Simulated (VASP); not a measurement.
A run of VASP 6.6.1 is set up as follows.

The input INCAR:

```
SYSTEM = Al
PREC = Accurate
ENCUT = 520
EDIFF = 1E-7
ISMEAR = 0
SIGMA = 0.15
LREAL = .FALSE.
LASPH = .TRUE.
NELM = 80
ALGO = Fast
ISIF = 2
LWAVE = .FALSE.
LCHARG = .FALSE.
GGA = PE
IVDW = 12
NBANDS = 22
```

The input KPOINTS:

```
regular mesh
0
G
  16 16 2
  0 0 0
```

File POSCAR:

```
Al
1.0
   -2.8144222649      0.0000000000      0.0000000000
   -1.4072111325     -2.4373611784      0.0000000000
   -2.5798870762     -1.6249074522     18.4820941423
Al
8
Direct
    0.9635416667      0.9583333333      0.0625000000
    0.6718750000      0.6250000000      0.5625000000
   -0.0677083333     -0.1250000000      0.6875000000
    0.2239583333      0.2083333333      0.1875000000
   -0.4739583333     -0.5416666667      0.8125000000
   -0.1822916667     -0.2083333333      0.3125000000
    0.1197916667      0.0416666667      0.9375000000
    0.4114583333      0.3750000000      0.4375000000
```

Potentials or basis: VASP PAW PBE potentials, release 64 (Al).

Command:

```bash
$ cat potpaw_PBE.64/Al/POTCAR > POTCAR
$ mpirun -np 1 vasp_std > vasp.out
```

(1) Estimate the dispersion energy per atom.

(2) Estimate the largest force.

Answers

(1) -0.351 eV.

(2) 2.224 eV/Å.

Caveat: the cell differs from its parent crystal (the part above a cut slid along it); forces of over 1 eV/Å act on the atoms, so gaps and moduli don't describe the material at rest.
